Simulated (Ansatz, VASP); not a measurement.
## MgO: VASP beside Ansatz

```
Mg O
1.0
     3.69740    0.00000    0.00000
    -1.84870    3.20204    0.00000
     0.00000    0.00000    4.28180
Mg O
2 2
Direct
  0.66667 0.33333 0.75000
  0.33333 0.66667 0.25000
  0.66667 0.33333 0.25000
  0.33333 0.66667 0.75000
```

Alike in both runs: task single point; functional PBE; k mesh 9 × 9 × 6; occupations gaussian, width 0.05 eV; no spin polarisation.

|  | VASP | Ansatz |
| --- | --- | --- |
| version | VASP 6.6.1 | Ansatz 0.2.0 |
| potentials or method | VASP PAW PBE potentials, release 64 (Mg, O), cutoff 520 eV | scalar-relativistic, plane waves, PAW |
| valence electrons in the cell | 16 | 32 |

```tsv
	VASP	Ansatz	Ansatz less VASP
gap on the k mesh at the Fermi level (eV)	2.81	2.83	+0.020
least direct gap on the mesh (eV)	2.81	2.83	+0.020
pressure (GPa)	-10.9	-10.3	+0.56
traceless stress, the component that is largest in VASP (GPa)	1.61	1.69	+0.077
```

With one functional, cell and mesh, what is left measures potentials, basis and numerics. VASP's potentials hold 16 valence electrons a cell and Ansatz's 32, so a difference there can come from the potentials and not from the codes.
